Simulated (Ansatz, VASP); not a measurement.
**One calculation of GaP, two programs**

Contents of INCAR:

```
SYSTEM = GaP
  PREC = Accurate
  ENCUT = 520
  EDIFF = 1E-6
  ISMEAR = -1
  SIGMA = 0.05
  LREAL = .False.
  LASPH = .True.
  NELM = 100
  ALGO = Normal
  ISIF = 2
  LWAVE = .False.
  LCHARG = .True.
  GGA = PE
  LELF = .True.
  LVHAR = .True.
  NBANDS = 16
```

File KPOINTS:

```
Automatic mesh
0
Gamma
  12 12 12
  0 0 0
```

Contents of POSCAR:

```
GaP
1.0
    0.0000000000      2.5804676421      2.5804676421
    2.5804676421      0.0000000000      2.5804676421
    2.5804676421      2.5804676421      0.0000000000
Ga P
1 1
Direct
    0.0000000000      0.0000000000      0.0000000000
    0.5155010663      0.5155010663      0.4844989337
```

Input for Ansatz:

```yaml
crystal:
  lattice:
    - [0.0, 2.5804676421, 2.5804676421]
    - [2.5804676421, 0.0, 2.5804676421]
    - [2.5804676421, 2.5804676421, 0.0]
  atoms:
    - { symbol: Ga, position: [0.0, 0.0, 0.0] }
    - { symbol: P, position: [0.5155010663, 0.5155010663, 0.4844989337] }
kpoints:
  mp_grid: { grid: [12, 12, 12] }
scf:
  occupations: { method: fermi_dirac, width: 0.05 }
hamiltonian:
  xc: pbe
  pseudopotentials: { kind: all_electron, lapw: { basis_error: 0.001 } }
output:
  forces: true
  stress: true
  eigenvalues: true
```

Alike in both runs: task single point; functional PBE; k mesh 12 × 12 × 12; occupations fermi-dirac, width 0.05 eV; no spin polarisation.

|  | VASP | Ansatz |
| --- | --- | --- |
| version | VASP 6.6.1 | Ansatz 0.2.0 |
| potentials or method | VASP PAW PBE potentials, release 64 (Ga_d, P), cutoff 520 eV | all-electron LAPW, scalar-relativistic |

|  | VASP | Ansatz | Ansatz less VASP |
| --- | --- | --- | --- |
| pressure (GPa) | 0.3 | 0.2 | -0.04 |
| traceless stress, the component that is largest in VASP (GPa) | 0.67 | 0.68 | +0.004 |
| rms of the force components (eV/Å) | 0.081 | 0.081 | -0.0007 |

Atom by atom the forces differ by 0.001 eV/Å (rms over components). Ansatz ran all-electron here, and VASP with PAW potentials.
